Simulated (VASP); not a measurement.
Set up this calculation in VASP 6.6.1, as the native input.

```
Task                   : single point
Functional             : LDA
Potentials or basis    : VASP PAW LDA potentials, release 64 (Cs_sv, Sn_d, I)
Cutoff                 : 500 eV
k mesh                 : 3 × 3 × 3
Occupations            : gaussian, width 0.1 eV
Spin                   : no spin polarisation
Dipole correction      : no
Further INCAR settings : ALGO = Normal; EDIFF = 1e-06; NBANDS = 89
```

The structure of Cs2SnI6 lies in POSCAR:

```
Cs2SnI6
1.0
    0.0000000000     -5.6412851464      5.6412851464
    0.0000000000      5.6412851464      5.6412851464
  -11.2825702928      0.0000000000      0.0000000000
Cs Sn I
4 2 12
Direct
    0.0000000000      0.5000000000      0.7500000000
    0.5000000000      0.0000000000      0.2500000000
    0.0000000000      0.5000000000      0.2500000000
    0.5000000000      0.0000000000      0.7500000000
    0.0000000000      0.0000000000      0.0000000000
    0.5000000000      0.5000000000      0.5000000000
    1.0000000000      0.0000000000      0.2524154381
    0.5000000000      0.5000000000      0.7524154381
    0.7524154381      0.2475845619      0.5000000000
    0.2524154381      0.7475845619      1.0000000000
    0.2475845619      0.7524154381      0.5000000000
    0.7475845619      0.2524154381      0.0000000000
    0.0000000000      0.0000000000      0.7475845619
    0.5000000000      0.5000000000      0.2475845619
    0.2475845619      0.2475845619      0.5000000000
    0.7475845619      0.7475845619      0.0000000000
    0.7524154381      0.7524154381      0.5000000000
    0.2524154381      0.2524154381      0.0000000000
```

The input as run:

INCAR

```
PREC     = Accurate       # precision mode
ENCUT    = 500            # plane-wave cutoff, eV
EDIFF    = 1E-6           # SCF threshold, eV
ISMEAR   = 0              # smearing method
SIGMA    = 0.1            # smearing width, eV
LREAL    = False          # projectors in reciprocal space
LASPH    = True           # aspherical terms in the spheres
NELM     = 120            # most SCF steps
ALGO     = Normal         # electronic algorithm
ISIF     = 2              # what is computed and relaxed
LWAVE    = False          # write WAVECAR
LCHARG   = False          # write CHGCAR
NBANDS   = 89             # bands
GGA_COMPAT= False
```

KPOINTS

```
Automatic mesh
0
Gamma
  3 3 3
```

Potentials or basis: VASP PAW LDA potentials, release 64 (Cs_sv, Sn_d, I).

Launch:

```console
$ cat potpaw_LDA.64/Cs_sv/POTCAR potpaw_LDA.64/Sn_d/POTCAR potpaw_LDA.64/I/POTCAR > POTCAR
$ mpirun -np 1 vasp_std > vasp.out
```

It gave:

The pressure is 0.0 GPa, the largest force is 0.010 eV/Å and the band gap on the k mesh is zero (filled and empty bands touch).

Caveat: spin-orbit coupling is left out, which moves the levels of the heavy elements.

It took 7.1 min on 1 thread of Intel(R) Xeon(R) 6975P-C (Granite Rapids), on a shared host, peak memory 0.61 GiB.
